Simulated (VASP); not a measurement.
Runs of VASP 6.6.1 on Re. The structure is that of space group Fm-3m (No. 225), or close to it. The cells are those of the table. This isn't the form of Re at room conditions, which is hcp.

```tsv
task	spin	cell	k mesh	cutoff (eV)	gap on the mesh (eV)	pressure (GPa)
single point	off	a = 2.730 Å, angles 60.0°, 1 atom	23 × 23 × 23	520	none	1.6
single point	off	a = 2.730 Å, angles 60.0°, 1 atom	14 × 14 × 14	520	none	1.5
relaxation of cell and atoms	off	relaxed from a = 2.751 Å, angles 60.0°, 1 atom	14 × 14 × 14	600	none	-0.1
single point	off	a = 2.835 Å, angles 60.0°, 1 atom	16 × 16 × 16	520	none	(b)
single point	non-collinear, zero start, SOC	a = 2.730 Å, angles 60.0°, 1 atom	14 × 14 × 14	520	-	2.1
single point	off	a = 2.766 Å, angles 60.0°, 1 atom	16 × 16 × 16	520	none	-13.4
single point	off	a = 2.801 Å, angles 60.0°, 1 atom	16 × 16 × 16	520	none	(a)
single point	off	a = 2.730 Å, angles 60.0°, 1 atom	16 × 16 × 16	520	none	1.6
```

Alike in all rows: level LDA; potentials or basis VASP PAW LDA potentials, release 64 (Re); smearing fermi-dirac 0.1 eV.

**Question.** Estimate the missing entries.

**Answer.** (a) -25.4; (b) -35.0.

Caveats: spin-orbit coupling is left out, which moves the levels of the heavy elements (at least some runs); the cell stands under tension (at least some runs).

A k mesh can miss the band edges, and rows without SOC leave out spin-orbit coupling on Re.

A gap of «none» marks levels without a gap at the run's occupations.
